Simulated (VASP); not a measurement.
Set up this calculation in VASP 6.6.1, as the native input.

| Property | Result |
| --- | --- |
| Task | single point |
| Functional | r2SCAN |
| Potentials or basis | VASP PAW PBE potentials, release 64 (Zn, O_h) |
| Cutoff | 910 eV |
| k mesh | 9 × 9 × 6 |
| Occupations | gaussian, width 0.02 eV |
| Spin | no spin polarisation |
| Dipole correction | no |
| Further INCAR settings | ALGO = Normal; EDIFF = 1e-06; NBANDS = 26 |

Crystal: ZnO.

```xyz
4
Lattice="3.2349 0.0000 0.0000 -1.6174 2.8015 0.0000 0.0000 0.0000 5.2123" Properties=species:S:1:pos:R:3 pbc="T T T"
Zn    1.6174    0.9338    2.6084
Zn    0.0000    1.8677    0.0022
O     1.6174    0.9338    4.5862
O     0.0000    1.8677    1.9800
```

The input as run:

POSCAR

```
ZnO
1.0
    3.2348782204      0.0000000000      0.0000000000
   -1.6174391102      2.8014867170      0.0000000000
    0.0000000000      0.0000000000      5.2122740301
Zn O
2 2
Direct
    0.6666666667      0.3333333333      0.5004285609
    0.3333333333      0.6666666667      0.0004285609
    0.6666666667      0.3333333333      0.8798814391
    0.3333333333      0.6666666667      0.3798814391
```

INCAR.step1

```
SYSTEM = ZnO
PREC = Accurate
ENCUT = 910
ISMEAR = 0
SIGMA = 0.02
LREAL = .False.
LASPH = .True.
NELM = 120
NBANDS = 26
GGA = PE
ALGO = Normal
EDIFF = 1E-5
LWAVE = .True.
LCHARG = .False.
GGA_COMPAT = .False.
```

INCAR.step2

```
SYSTEM = ZnO
PREC = Accurate
ENCUT = 910
EDIFF = 1E-6
ISMEAR = 0
SIGMA = 0.02
LREAL = .False.
LASPH = .True.
NELM = 120
ALGO = Normal
ISIF = 2
LWAVE = .False.
LCHARG = .False.
METAGGA = R2SCAN
LMIXTAU = .True.
NBANDS = 26
ISTART = 1
GGA_COMPAT = .False.
```

KPOINTS

```
Automatic mesh
0
Gamma
  9 9 6
  0 0 0
```

Potentials or basis: VASP PAW PBE potentials, release 64 (Zn, O_h).

The run is started by

```console
$ cat potpaw_PBE.64/Zn/POTCAR potpaw_PBE.64/O_h/POTCAR > POTCAR
$ cp INCAR.step1 INCAR
$ mpirun -np 1 vasp_std > vasp.out
$ cp INCAR.step2 INCAR
$ mpirun -np 1 vasp_std > vasp.out
```

It gave:

```yaml
Pressure: 0.8 GPa
Band_gap_on_the_k_mesh: 1.24 eV
```

Caveat: the cutoff is under 1.25 times the usual one of these potentials, so pressure, stress and relaxed cells hold a basis-set (Pulay) error; the PAW data sets were made with another functional, which shifts forces and pressure a little.

Wall time 6.5 min on 1 thread of Intel(R) Xeon(R) Platinum 8259CL CPU @ 2.50GHz (Skylake/Cascade Lake), on a shared host, peak memory 0.31 GiB.
